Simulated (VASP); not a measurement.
# Zn (Fm-3m) in VASP: a series of runs

The runs below take Zn through single point, relaxation of cell and atoms, with PBE.

Everything below comes from runs of VASP 6.6.1. Logs are shortened: lines on timing, memory, paths and dates and some standing lists are left out, and cuts for length are marked.

**1. The cell of the first run**

It takes space group Fm-3m (No. 225, cubic). Conventional cell: a = 4.056 Å, b = 4.056 Å, c = 4.056 Å, α = 90.00°, β = 90.00°, γ = 90.00°. Zn (site symmetry m-3m) has 12 Zn at 2.87 Å within 3.8 Å.

**2. Single point, PBE (volume scaled by 1.10)**

Contents of INCAR:

```
SYSTEM = Zn
  PREC = Accurate
  ENCUT = 520
  EDIFF = 1E-7
  ISMEAR = 0
  SIGMA = 0.1
  LREAL = .False.
  LASPH = .True.
  NELM = 60
  ALGO = Normal
  ISIF = 2
  LWAVE = .False.
  LCHARG = .True.
  GGA = PE
  LELF = .True.
  LVHAR = .True.
  NBANDS = 12
```

Contents of KPOINTS:

```
Automatic mesh
0
Gamma
  18 18 18
  0 0 0
```

Contents of POSCAR:

```
Zn
1.0
    0.0000000000      2.0278146706      2.0278146706
    2.0278146706      0.0000000000      2.0278146706
    2.0278146706      2.0278146706      0.0000000000
Zn
1
Direct
    0.0000000000      0.0000000000      0.0000000000
```

Potentials or basis: VASP PAW PBE potentials, release 64 (Zn).

Command:

```
$ cat potpaw_PBE.64/Zn/POTCAR > POTCAR
$ mpirun -np 1 vasp_std > vasp.out
```

OUTCAR:

```text
SYSTEM = Zn
   PREC = Accurate
   ENCUT = 520
   EDIFF = 1E-7
   ISMEAR = 0
   LREAL = .False.
   LASPH = .True.
   NELM = 60
   ISIF = 2
   GGA = PE

 ion  position               nearest neighbor table
   1  0.000  0.000  0.000-

  LATTYP: Found a face centered cubic cell.
 ALAT       =     4.0556293412

  Lattice vectors:

 A1 = (   0.0000000000,   2.0278146706,   2.0278146706)
 A2 = (   2.0278146706,   0.0000000000,   2.0278146706)
 A3 = (   2.0278146706,   2.0278146706,   0.0000000000)

Analysis of symmetry for initial positions (statically):
=====================================================================
 Subroutine PRICEL returns:
 Original cell was already a primitive cell.

 Routine SETGRP: Setting up the symmetry group for a
 face centered cubic supercell.

 Subroutine GETGRP returns: Found 48 space group operations
 (whereof 48 operations were pure point group operations)
 out of a pool of 48 trial point group operations.

The static configuration has the point symmetry O_h .

Analysis of symmetry for dynamics (positions and initial velocities):
=====================================================================
 Subroutine PRICEL returns:
 Original cell was already a primitive cell.

 Routine SETGRP: Setting up the symmetry group for a
 face centered cubic supercell.

 Subroutine GETGRP returns: Found 48 space group operations
 (whereof 48 operations were pure point group operations)
 out of a pool of 48 trial point group operations.

The dynamic configuration has the point symmetry O_h .

 Subroutine INISYM returns: Found 48 space group operations
 (whereof 48 operations are pure point group operations),
 and found     1 'primitive' translations

----------------------------------------------------------------------------------------

                                     Primitive cell

  volume of cell :      16.6769

  direct lattice vectors                    reciprocal lattice vectors
     0.000000000  2.027814671  2.027814671    -0.246570856  0.246570856  0.246570856
     2.027814671  0.000000000  2.027814671     0.246570856 -0.246570856  0.246570856
     2.027814671  2.027814671  0.000000000     0.246570856  0.246570856 -0.246570856

  length of vectors
     2.867763009  2.867763009  2.867763009     0.427073251  0.427073251  0.427073251

  position of ions in fractional coordinates (direct lattice)
     0.000000000  0.000000000  0.000000000

  ion indices of the primitive-cell ions
   primitive index   ion index
                 1           1

[... 81 lines left out ...]
   PSTRESS=    0.0 pullay stress
   NELECT =      12.0000    total number of electrons
   NUPDOWN=      -1.0000    fix difference up-down
   EMIN   =  10.00;   EMAX   =-10.00  energy-range for DOS
   EFERMI =   0.00;   METHOD = LEGACY
   ISMEAR =     0;   SIGMA  =   0.10  broadening in eV -4-tet -1-fermi 0-gaus
   EFERMI_NEDOS =   21; number of points for ismear=-14 and -15
   IALGO  =     38    algorithm
   IMIX   =      4    mixing-type and parameters
     AMIX     =   0.40;   BMIX     =  1.00
     AMIX_MAG =   1.60;   BMIX_MAG =  1.00
  volume/ion in A,a.u.               =      16.68       112.54
  Fermi-wavevector in a.u.,A,eV,Ry     =   1.467001  2.772229 29.280976  2.152091
  Thomas-Fermi vector in A             =   2.582671
   LORBIT       =      0    0 simple, 1 ext, 2 COOP (PROOUT), +10 PAW based schemes
   GGA     = PE    functional components
   LHFCALC =     F    Hartree Fock is set to
   AEXX    =    0.0000 exact exchange contribution
   IVDW    =     0    specifies the selected vdW correction
   LEPSILON=     F    determine dielectric tensor
   LRPA    =     F    only Hartree local field effects (RPA)
 non-spin polarized calculation
 Gauss-broadening in eV      SIGMA  =   0.10
  energy-cutoff  :      520.00
  volume of cell :       16.68
 maximum number of plane-waves:       464
 NGX is ok and might be reduce to    24
   NGX = 11   NGY = 11   NGZ = 11

 number of electron      11.9999999 magnetization

 Free energy of the ion-electron system (eV)
  ---------------------------------------------------
  ext. energy  EPLUGINS =         0.00000000
  ---------------------------------------------------
  free energy    TOTEN  =        -1.06106494 eV

  energy without entropy =       -1.05968327  energy(sigma->0) =       -1.06037410

 E-fermi :   2.3798     XC(G=0): -11.0892

 val. band max:        2.3323436939   @ k =  -0.3889   0.5000   0.1111
 cond. band min:       2.4006810279   @ k =   0.5000   0.1111   0.0556
 fundamental gap:      0.0683373340
 Fermi energy:         2.3797802666

 k-point     1 :       0.0000    0.0000    0.0000
  band No.  band energies     occupation
      1      -7.1843      2.00000
      2      -4.9495      2.00000
      3      -4.9495      2.00000
      4      -4.9495      2.00000
      5      -4.6332      2.00000
      6      -4.6332      2.00000
      7      19.4237      0.00000
      8      19.4237      0.00000
      9      19.4237      0.00000
     10      20.6288      0.00000
     11      22.3402      0.00000
     12      22.3402      0.00000
[... 331 lines left out ...]
 k-point    24 :      -0.2222    0.0556    0.0000
  band No.  band energies     occupation
      1      -5.7436      2.00000
      2      -4.9099      2.00000
      3      -4.8680      2.00000
      4      -4.8058      2.00000
      5      -4.6378      2.00000
      6      -4.4831      2.00000
      7       9.7430      0.00000
      8      15.5307      0.00000
      9      18.5736      0.00000
     10      20.3052      0.00000
     11      22.2835      0.00000
     12      22.7885      0.00000

 [... further k-points ...]

------------------------ aborting loop because EDIFF is reached ----------------------------------------

  FORCE on cell =-STRESS in cart. coord.  units (eV):
  Direction    XX          YY          ZZ          XY          YZ          ZX
  --------------------------------------------------------------------------------------
  -------------------------------------------------------------------------------------
  Total       -0.5087164     -0.5087164     -0.5087164      0.0000000      0.0000000      0.0000000
  in kB      -48.8732855    -48.8732855    -48.8732855      0.0000000      0.0000000      0.0000000
  external PRESSURE =     -48.8732855 kB  Pullay stress =       0.0000000 kB

 VOLUME and BASIS-vectors are now :
 -----------------------------------------------------------------------------
  energy-cutoff  :      520.00
  volume of cell :       16.68
      direct lattice vectors                 reciprocal lattice vectors
     0.000000000  2.027814671  2.027814671    -0.246570856  0.246570856  0.246570856
     2.027814671  0.000000000  2.027814671     0.246570856 -0.246570856  0.246570856
     2.027814671  2.027814671  0.000000000     0.246570856  0.246570856 -0.246570856

 POSITION                                       TOTAL-FORCE (eV/Angst)
 -----------------------------------------------------------------------------------
      0.00000      0.00000      0.00000         0.000000     -0.000000      0.000000
 -----------------------------------------------------------------------------------
    total drift:                               -0.000000      0.000000      0.000000

  FREE ENERGIE OF THE ION-ELECTRON SYSTEM (eV)
  ---------------------------------------------------
  free  energy   TOTEN  =        -1.0610649385 eV

  energy  without entropy=       -1.0596832668  energy(sigma->0) =       -1.06037410
```

stdout:

```text
POSCAR found type information on POSCAR Zn
 POSCAR found :  1 types and       1 ions
 scaLAPACK will be used
 LDA part: xc-table for (Slater+PW92), standard interpolation
 POSCAR, INCAR and KPOINTS ok, starting setup
 FFT: planning ... GRIDC
 FFT: planning ... GRID_SOFT
 FFT: planning ... GRID
 WAVECAR not read
 entering main loop
```

It took 16 s on 1 thread of Intel Xeon Platinum 8488C (Sapphire Rapids), shared host; peak memory 0.16 GiB.

What came out:

```yaml
Free_energy: -1.0611 eV
Pressure: -4.9 GPa
Band_gap_on_the_k_mesh: zero (band 6 reaches 4.07 eV, above the bottom of band 7 at 0.92 eV)
```

Levels at points of the mesh, in eV from the Fermi level:
```tsv
k point	band 4	band 5	band 6	band 7	band 8	band 9
(0.00, 0.00, 0.00)	-7.33	-7.01	-7.01	17.04	17.04	17.04
(0.50, 0.00, 0.00)	-6.77	-6.77	-2.45	-1.46	14.24	14.24
(0.50, 0.50, 0.00)	-6.71	-6.71	-0.70	1.45	8.03	8.03
```

Caveat: the cell differs from its parent crystal (volume scaled by 1.10).

**3. Single point, PBE**

This run uses another cell than the first one, of 15.16 Å³/atom, 0.909 times its volume.

Contents of INCAR:

```
SYSTEM = Zn
PREC = Accurate
ENCUT = 520
EDIFF = 1E-7
ISMEAR = 0
SIGMA = 0.1
LREAL = .False.
LASPH = .True.
NELM = 100
ALGO = Normal
ISIF = 2
LWAVE = .False.
LCHARG = .False.
GGA = PE
NBANDS = 12
```

Contents of KPOINTS:

```
regular mesh
0
Gamma
  18 18 18
  0 0 0
```

Contents of POSCAR:

```
Zn
1.0
    0.0000000000      1.9644034988      1.9644034988
    1.9644034988      0.0000000000      1.9644034988
    1.9644034988      1.9644034988      0.0000000000
Zn
1
Direct
    0.0000000000      0.0000000000      0.0000000000
```

Potentials or basis: VASP PAW PBE potentials, release 64 (Zn).

Command:

```
$ cat potpaw_PBE.64/Zn/POTCAR > POTCAR
$ mpirun -np 1 vasp_std > vasp.out
```

OUTCAR:

```text
SYSTEM = Zn
   PREC = Accurate
   ENCUT = 520
   EDIFF = 1E-7
   ISMEAR = 0
   LREAL = .False.
   LASPH = .True.
   NELM = 100
   ISIF = 2
   GGA = PE

 ion  position               nearest neighbor table
   1  0.000  0.000  0.000-

  LATTYP: Found a face centered cubic cell.
 ALAT       =     3.9288069976

  Lattice vectors:

 A1 = (   0.0000000000,   1.9644034988,   1.9644034988)
 A2 = (   1.9644034988,   0.0000000000,   1.9644034988)
 A3 = (   1.9644034988,   1.9644034988,   0.0000000000)

Analysis of symmetry for initial positions (statically):
=====================================================================
 Subroutine PRICEL returns:
 Original cell was already a primitive cell.

 Routine SETGRP: Setting up the symmetry group for a
 face centered cubic supercell.

 Subroutine GETGRP returns: Found 48 space group operations
 (whereof 48 operations were pure point group operations)
 out of a pool of 48 trial point group operations.

The static configuration has the point symmetry O_h .

Analysis of symmetry for dynamics (positions and initial velocities):
[... 170 lines left out ...]
      4      -4.5341      2.00000
      5      -4.1541      2.00000
      6      -4.1541      2.00000
      7      21.3660      0.00000
      8      21.3660      0.00000
      9      21.3660      0.00000
     10      21.9843      0.00000
     11      24.1420      0.00000
     12      24.1420      0.00000
[... 331 lines left out ...]
 k-point    24 :      -0.2222    0.0556    0.0000
  band No.  band energies     occupation
      1      -5.6734      2.00000
      2      -4.5115      2.00000
      3      -4.4371      2.00000
      4      -4.4111      2.00000
      5      -4.1617      2.00000
      6      -4.0068      2.00000
      7      10.8876      0.00000
      8      17.0775      0.00000
      9      20.4777      0.00000
     10      21.8474      0.00000
     11      24.0537      0.00000
     12      24.6723      0.00000

 [... further k-points ...]

------------------------ aborting loop because EDIFF is reached ----------------------------------------

  FORCE on cell =-STRESS in cart. coord.  units (eV):
  Direction    XX          YY          ZZ          XY          YZ          ZX
  --------------------------------------------------------------------------------------
  -------------------------------------------------------------------------------------
  Total        0.0282657      0.0282657      0.0282657     -0.0000000      0.0000000      0.0000000
  in kB        2.9870928      2.9870928      2.9870928     -0.0000000      0.0000000      0.0000000
  external PRESSURE =       2.9870928 kB  Pullay stress =       0.0000000 kB

 VOLUME and BASIS-vectors are now :
 -----------------------------------------------------------------------------
  energy-cutoff  :      520.00
  volume of cell :       15.16
      direct lattice vectors                 reciprocal lattice vectors
     0.000000000  1.964403499  1.964403499    -0.254530192  0.254530192  0.254530192
     1.964403499  0.000000000  1.964403499     0.254530192 -0.254530192  0.254530192
     1.964403499  1.964403499  0.000000000     0.254530192  0.254530192 -0.254530192

 POSITION                                       TOTAL-FORCE (eV/Angst)
 -----------------------------------------------------------------------------------
      0.00000      0.00000      0.00000        -0.000000     -0.000000     -0.000000
 -----------------------------------------------------------------------------------
    total drift:                               -0.000000      0.000000      0.000000

  FREE ENERGIE OF THE ION-ELECTRON SYSTEM (eV)
  ---------------------------------------------------
  free  energy   TOTEN  =        -1.0854382578 eV

  energy  without entropy=       -1.0841666246  energy(sigma->0) =       -1.08480244
```

Run time: 30 s. Hardware: 1 thread of Intel Xeon Platinum 8259CL at 2.50GHz (Skylake/Cascade Lake), shared host; peak memory 0.16 GiB.

Results:

```yaml
Free_energy: -1.0854 eV
Pressure: 0.3 GPa
Band_gap_on_the_k_mesh: zero (band 6 reaches 4.72 eV, above the bottom of band 7 at 1.71 eV)
```

Levels at points of the mesh, in eV from the Fermi level:
| k point | band 3 | band 4 | band 5 | band 6 | band 7 | band 8 | band 9 | band 10 |
| --- | --- | --- | --- | --- | --- | --- | --- | --- |
| (0.00, 0.00, 0.00) | -7.56 | -7.56 | -7.18 | -7.18 | 18.34 | 18.34 | 18.34 | 18.96 |
| (0.50, 0.00, 0.00) | -7.56 | -6.90 | -6.90 | -2.84 | -1.32 | 15.32 | 15.32 | 17.50 |
| (0.50, 0.50, 0.00) | -6.91 | -6.82 | -6.82 | -0.93 | 1.79 | 8.50 | 8.50 | 12.15 |

**4. Relaxation of cell and atoms, PBE**

This run uses another cell than the first one, of 15.17 Å³/atom, 0.910 times its volume.

Contents of INCAR:

```
SYSTEM = Zn
  PREC = Accurate
  ENCUT = 600
  EDIFF = 1E-6
  ISMEAR = 0
  SIGMA = 0.1
  LREAL = .False.
  LASPH = .True.
  NELM = 100
  ALGO = Normal
  ISIF = 3
  LWAVE = .False.
  LCHARG = .False.
  GGA = PE
  IBRION = 2
  NSW = 100
  EDIFFG = -0.005
```

Contents of KPOINTS:

```
Automatic mesh
0
Gamma
  18 18 18
  0 0 0
```

Contents of POSCAR:

```
Zn
1.0
    0.0000000000      1.9647760000      1.9647760000
    1.9647760000      0.0000000000      1.9647760000
    1.9647760000      1.9647760000      0.0000000000
Zn
1
Direct
    0.0000000000      0.0000000000      0.0000000000
```

Command:

```
$ cat potpaw_PBE.64/Zn/POTCAR > POTCAR
$ mpirun -np 1 vasp_std > vasp.out
```

Run time: 33 s. Hardware: 1 thread of Intel Xeon Platinum 8259CL at 2.50GHz (Skylake/Cascade Lake), shared host; peak memory 0.16 GiB.

The run converged. Its results:

| Quantity | Value |
| --- | --- |
| Free energy | -1.0852 eV |
| Relaxed volume | 15.22 Å³/atom |
| Relaxed cell | a = 2.782 Å, b = 2.782 Å, c = 2.782 Å, α = 60.00°, β = 60.00°, γ = 60.00° |
| Space group after relaxing (to 0.05 Å) | Fm-3m (No. 225) |
| Energy gained by relaxing | 0.0 meV/atom |
| Ionic steps | 2 |
| Pressure after relaxing | 0.0 GPa |
| Band gap on the k mesh | zero (band 6 reaches 4.70 eV, above the bottom of band 7 at 1.67 eV) |

Final structure:
```yaml
crystal:
  lattice:
    - [0.00000, 1.96706, 1.96706]
    - [1.96706, 0.00000, 1.96706]
    - [1.96706, 1.96706, 0.00000]
  atoms:
    - { symbol: Zn, position: [0.00000, 0.00000, 0.00000] }
```

Levels at points of the mesh, in eV from the Fermi level:
| k point | band 2 | band 3 | band 4 | band 5 | band 6 | band 7 | band 8 | band 9 | band 10 |
| --- | --- | --- | --- | --- | --- | --- | --- | --- | --- |
| (0.00, 0.00, 0.00) | -7.55 | -7.55 | -7.55 | -7.17 | -7.17 | 18.28 | 18.28 | 18.28 | 18.93 |
| (0.50, 0.00, 0.00) | -7.55 | -7.55 | -6.89 | -6.89 | -2.82 | -1.32 | 15.27 | 15.27 | 17.47 |
| (0.50, 0.50, 0.00) | -8.16 | -6.91 | -6.82 | -6.82 | -0.92 | 1.78 | 8.48 | 8.48 | 12.12 |

**5. The runs side by side**

| task | cell | cutoff (eV) | gap on the mesh (eV) | pressure (GPa) |
| --- | --- | --- | --- | --- |
| single point | a = 2.868 Å, angles 60.0°, 1 atom | 520 | none | -4.9 |
| single point | a = 2.778 Å, angles 60.0°, 1 atom | 520 | none | 0.3 |
| relaxation of cell and atoms | relaxed from a = 2.779 Å, angles 60.0°, 1 atom | 600 | none | 0.0 |

Alike in all rows: level PBE; potentials or basis VASP PAW PBE potentials, release 64 (Zn); no spin polarisation; k mesh 18 × 18 × 18; smearing gaussian 0.1 eV.

Absolute energies hang on the potentials; compare differences alone.
